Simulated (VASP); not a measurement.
A run of VASP 6.6.1:

Contents of INCAR:

```
SYSTEM = FeS2
ALGO     = Normal         ! electronic algorithm
EDIFF    = 1E-6           ! SCF threshold, eV
ENCUT    = 600            ! plane-wave cutoff, eV
GGA      = PE             ! functional
GGA_COMPAT= .False.      
ISIF     = 2              ! what is computed and relaxed
ISMEAR   = 0              ! smearing method
LASPH    = .True.         ! aspherical terms in the spheres
LCHARG   = .True.         ! write CHGCAR
LELF     = .True.         ! ELF
LREAL    = .False.        ! projectors in reciprocal space
LVHAR    = .True.       
LWAVE    = .False.        ! write WAVECAR
NBANDS   = 29             ! bands
NELM     = 120            ! most SCF steps
PREC     = Accurate       ! precision mode
SIGMA    = 0.05           ! smearing width, eV
```

KPOINTS

```
k-points
0
Gamma
  6 6 8
  0 0 0
```

Contents of POSCAR:

```
FeS2
1.0
    4.4712482436      0.0000000000      0.0000000000
    0.0000000000      5.4431836325      0.0000000000
    0.0000000000      0.0000000000      3.4110762115
Fe S
2 4
Direct
    0.0000000000      0.0000000000      0.0000000000
    0.5000000000      0.5000000000      0.5000000000
    0.2067700379      0.3751442834      0.0000000000
    0.2932299621      0.8751442834      0.5000000000
    0.7932299621      0.6248557166      0.0000000000
    0.7067700379      0.1248557166      0.5000000000
```

Potentials or basis: VASP PAW PBE potentials, release 64 (Fe, S).

Launch:

```bash
$ cat potpaw_PBE.64/Fe/POTCAR potpaw_PBE.64/S/POTCAR > POTCAR
$ mpirun -np 1 vasp_std > vasp.out
```

Hardware: 1 thread of Intel(R) Xeon(R) Platinum 8488C (Sapphire Rapids), on a shared host.

Question: Estimate the wall time of this run.

Answer: Wall time 2.6 min on 1 thread of Intel(R) Xeon(R) Platinum 8488C (Sapphire Rapids), on a shared host, peak memory 0.33 GiB. Counts: scf iterations 15, k points 80.
